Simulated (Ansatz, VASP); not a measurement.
**MgS5: VASP beside Ansatz**

```
Mg S
1.0
     3.21501    0.00000    0.00000
    -1.60751    2.78428    0.00000
     0.00000    0.00000   13.95582
Mg S
1 5
Direct
  0.00000 0.00000 0.00000
  0.66667 0.33333 0.87109
  0.00000 0.00000 0.61556
  0.66667 0.33333 0.50000
  0.00000 0.00000 0.38444
  0.66667 0.33333 0.12891
```

Change from the starting cell: species swapped into the Mg5Cd type (P-6m2, No. 187).

Alike in both runs: functional PBE; k mesh 12 × 12 × 4; occupations gaussian, width 0.1 eV; no spin polarisation.

Ansatz relaxed the structure, and its values are those at the end. VASP's run is a single point on that final structure, the one shown.

```csv
,VASP,Ansatz
version,VASP 6.6.1,Ansatz 0.2.0
potentials or method,"VASP PAW PBE potentials, release 64 (Mg, S), cutoff 520 eV","scalar-relativistic, plane waves, PAW"
valence electrons in the cell,32,40
```

```csv
,VASP,Ansatz,Ansatz less VASP
gap on the k mesh at the Fermi level (eV),none,none,-
pressure (GPa),-0.2,0.0,+0.19
rms of the force components (eV/Å),0.009,0.000,-0.0088
```

A gap of «none» marks a metal or a gap that the smearing closes. The functional is the same, so the differences come from potentials, cutoffs and numerics. VASP's potentials hold 32 valence electrons a cell and Ansatz's 40, so a difference there can come from the potentials and not from the codes.
